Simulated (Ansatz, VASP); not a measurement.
**HfSi in VASP and in Ansatz**

```
Hf Si
1.0
     6.86232    0.00000    0.00000
     0.00000    3.77768    0.00000
     0.00000    0.00000    5.22183
Hf Si
4 4
Direct
  0.17536 0.25000 0.12579
  0.32464 0.75000 0.62579
  0.67536 0.25000 0.37421
  0.82464 0.75000 0.87421
  0.04305 0.25000 0.63932
  0.45695 0.75000 0.13932
  0.54305 0.25000 0.86068
  0.95695 0.75000 0.36068
```

Alike in both runs: functional r2SCAN; k mesh 4 × 4 × 4; occupations gaussian, width 0.1 eV; no spin polarisation.

Ansatz relaxed the structure, and its values are those at the end. VASP's run is a single point on that final structure, the one shown.

```csv
,VASP,Ansatz
version,VASP 6.6.1,Ansatz 0.2.0
potentials or method,"VASP PAW PBE potentials, release 64 (Hf_pv, Si), cutoff 520 eV","scalar-relativistic, plane waves, PAW"
valence electrons in the cell,56,120
```

```csv
,VASP,Ansatz,Ansatz less VASP
gap on the k mesh at the Fermi level (eV),none,none,-
pressure (GPa),-0.3,0.0,+0.34
rms of the force components (eV/Å),0.002,0.004,+0.0020
```

VASP's potentials were made for PBE, not for r2SCAN. A gap of «none» marks a metal or a gap that the smearing closes. The functional is the same, so the differences come from potentials, cutoffs and numerics. VASP's potentials hold 56 valence electrons a cell and Ansatz's 120, so a difference there can come from the potentials and not from the codes.

The k mesh is coarse, so the values compare programs but aren't converged. Neither program's run includes spin-orbit coupling.
